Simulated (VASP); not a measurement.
Wanted: the native input for a VASP 6.6.1 run.

```yaml
Task: relaxation of cell and atoms
Functional: PBEsol
Dispersion: D4
Potentials_or_basis: VASP PAW PBE potentials, release 64 (Cd, S)
Cutoff: 600 eV
k_mesh: 7 × 7 × 5
Occupations: fermi-dirac, width 0.05 eV
Spin: no spin polarisation
Dipole_correction: no
Further_INCAR_settings: ALGO = Normal; EDIFF = 1e-06; IBRION = 2; EDIFFG = -0.01; NSW = 60; ISIF = 3
```

The structure of CdS lies in POSCAR:

```
CdS
1.0
    4.2611695877      0.0000000000      0.0000000000
   -2.1305847939      3.6902811128      0.0000000000
    0.0000000000      0.0000000000      5.8041729400
Cd S
1 1
Direct
    0.0000000000      0.0000000000      0.4426919200
    0.6666666667      0.3333333333      0.4343080800
```

These files were run (other wordings do the same):

INCAR

```
ALGO = Normal
EDIFF = 1E-6
EDIFFG = -0.01
ENCUT = 600
GGA = PS
IBRION = 2
ISIF = 3
ISMEAR = -1
IVDW = 13
LASPH = T
LCHARG = F
LREAL = F
LWAVE = F
NELM = 80
NSW = 60
PREC = Accurate
SIGMA = 0.05
```

KPOINTS

```
k-points
0
Gamma
  7 7 5
```

Potentials or basis: VASP PAW PBE potentials, release 64 (Cd, S).

Command:

```console
$ cat potpaw_PBE.64/Cd/POTCAR potpaw_PBE.64/S/POTCAR > POTCAR
$ mpirun -np 1 vasp_std > vasp.out
```

Results of the run:

* Relaxed volume: 27.27 Å³/atom
* Relaxed cell: a = 4.074 Å, b = 4.074 Å, c = 3.794 Å, α = 90.00°, β = 90.00°, γ = 120.00°
* Space group after relaxing (to 0.05 Å): P3m1 (No. 156)
* Energy gained by relaxing: 65.2 meV/atom
* Ionic steps: 53
* Pressure after relaxing: 0.0 GPa
* Largest force after relaxing: 0.004 eV/Å
* Band gap on the k mesh: 0.86 eV, indirect (least direct gap 1.19 eV)
* Dispersion energy per atom: -0.168 eV

Caveat: the volume moved by over 15 % at a fixed basis, so the end points are rough; the PAW data sets were made with another functional, which shifts forces and pressure a little.

Wall time 16 min on 1 thread of Intel(R) Xeon(R) Platinum 8488C (Sapphire Rapids), on a shared host, peak memory 0.3 GiB.
